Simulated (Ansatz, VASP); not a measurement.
## One calculation of Ti, two programs

Contents of INCAR:

```
  PREC = Accurate
  ENCUT = 520
  EDIFF = 1E-6
  ISMEAR = -1
  SIGMA = 0.06
  LREAL = F
  LASPH = T
  NELM = 100
  ALGO = Normal
  ISIF = 2
  LWAVE = F
  LCHARG = F
  GGA = PE
  NBANDS = 19
```

File KPOINTS:

```
Automatic mesh
0
Gamma
  4 4 2
```

The input POSCAR:

```
Ti
1.0
    2.9500000000      0.0000000000      0.0000000000
   -1.4750000000      2.5547749412      0.0000000000
    0.0000000000      0.0000000000      4.6800000000
Ti
2
Direct
    0.6666666667      0.3333333333      0.7500000000
    0.3333333333      0.6666666667      0.2500000000
```

The input input.yaml:

```yaml
crystal:
  lattice:
    - [2.95, 0.0, 0.0]
    - [-1.475, 2.5547749412, 0.0]
    - [0.0, 0.0, 4.68]
  atoms:
    - { symbol: Ti, position: [0.6666666667, 0.3333333333, 0.75] }
    - { symbol: Ti, position: [0.3333333333, 0.6666666667, 0.25] }
kpoints:
  mp_grid: { grid: [4, 4, 2] }
scf:
  occupations: { method: fermi_dirac, width: 0.06 }
hamiltonian:
  xc: pbe
  pseudopotentials: { kind: all_electron, lapw: { basis_error: 0.004 } }
output:
  forces: true
  stress: true
  eigenvalues: true
```

Alike in both runs: task single point; functional PBE; k mesh 4 × 4 × 2; occupations fermi-dirac, width 0.06 eV; no spin polarisation.

|  | VASP | Ansatz |
| --- | --- | --- |
| version | VASP 6.6.1 | Ansatz 0.2.0 |
| potentials or method | VASP PAW PBE potentials, release 64 (Ti_sv), cutoff 520 eV | all-electron LAPW, scalar-relativistic |

```tsv
	VASP	Ansatz	Ansatz less VASP
gap on the k mesh at the Fermi level (eV)	none	none	-
pressure (GPa)	-1.6	-1.3	+0.25
traceless stress, the component that is largest in VASP (GPa)	-0.94	-0.93	+0.010
```

A gap of «none» marks a metal or a gap that the smearing closes. Ansatz ran all-electron here, and VASP with PAW potentials.

The k mesh is coarse, so the values compare programs but aren't converged. Noted on Ansatz's run: the k mesh is thin for a metal, which can move the energy by tens of meV per atom.
